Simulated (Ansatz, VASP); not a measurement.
One calculation of ZnO, two programs

Contents of INCAR:

```
SYSTEM = ZnO
PREC = Accurate
ENCUT = 910
EDIFF = 1E-6
ISMEAR = 0
SIGMA = 0.05
LREAL = .FALSE.
LASPH = .TRUE.
NELM = 120
ALGO = Normal
ISIF = 2
LWAVE = .FALSE.
LCHARG = .FALSE.
GGA = PS
NBANDS = 26
GGA_COMPAT = .FALSE.
```

File KPOINTS:

```
regular mesh
0
G
  9 9 6
  0 0 0
```

The input POSCAR:

```
ZnO
1.0
    3.3219642457      0.0000000000      0.0000000000
   -1.6609821228      2.8769054272      0.0000000000
    0.0000000000      0.0000000000      4.9334491013
Zn O
2 2
Direct
    0.3333333333      0.6666666667      0.0015754469
    0.6666666667      0.3333333333      0.5015754469
    0.3333333333      0.6666666667      0.3654345349
    0.6666666667      0.3333333333      0.8654345349
```

Input for Ansatz:

```yaml
crystal:
  lattice:
    - [3.3219642457, 0.0, 0.0]
    - [-1.6609821228, 2.8769054272, 0.0]
    - [0.0, 0.0, 4.9334491013]
  atoms:
    - { symbol: Zn, position: [0.3333333333, 0.6666666667, 0.0015754469] }
    - { symbol: Zn, position: [0.6666666667, 0.3333333333, 0.5015754469] }
    - { symbol: O, position: [0.3333333333, 0.6666666667, 0.3654345349] }
    - { symbol: O, position: [0.6666666667, 0.3333333333, 0.8654345349] }
basis:
  ecutwfc: 520.0
kpoints:
  mp_grid: { grid: [9, 9, 6] }
hamiltonian:
  xc: pbesol
  pseudopotentials: { kind: paw, azcp: { folder: soft_1 } }
scf:
  occupations: { method: gaussian, width: 0.05 }
output:
  forces: true
  stress: true
  eigenvalues: true
```

Alike in both runs: task single point; functional PBEsol; k mesh 9 × 9 × 6; occupations gaussian, width 0.05 eV; no spin polarisation.

```csv
,VASP,Ansatz
version,VASP 6.6.1,Ansatz 0.2.0
potentials or method,"VASP PAW PBE potentials, release 64 (Zn, O_h), cutoff 910 eV","scalar-relativistic, plane waves, PAW"
valence electrons in the cell,36,36
```

|  | VASP | Ansatz | Ansatz less VASP |
| --- | --- | --- | --- |
| gap on the k mesh at the Fermi level (eV) | 0.69 | 0.69 | +0.007 |
| least direct gap on the mesh (eV) | 0.69 | 0.69 | +0.007 |
| rms of the force components (eV/Å) | 1.256 | 1.212 | -0.0441 |

VASP's potentials were made for PBE, not for PBEsol, and Ansatz warns of the same on its side. Atom by atom the forces differ by 0.044 eV/Å (rms over components). With one functional, cell and mesh, what is left measures potentials, basis and numerics.

Noted on VASP's run: the cutoff is short for stress, so the pressure is rough.
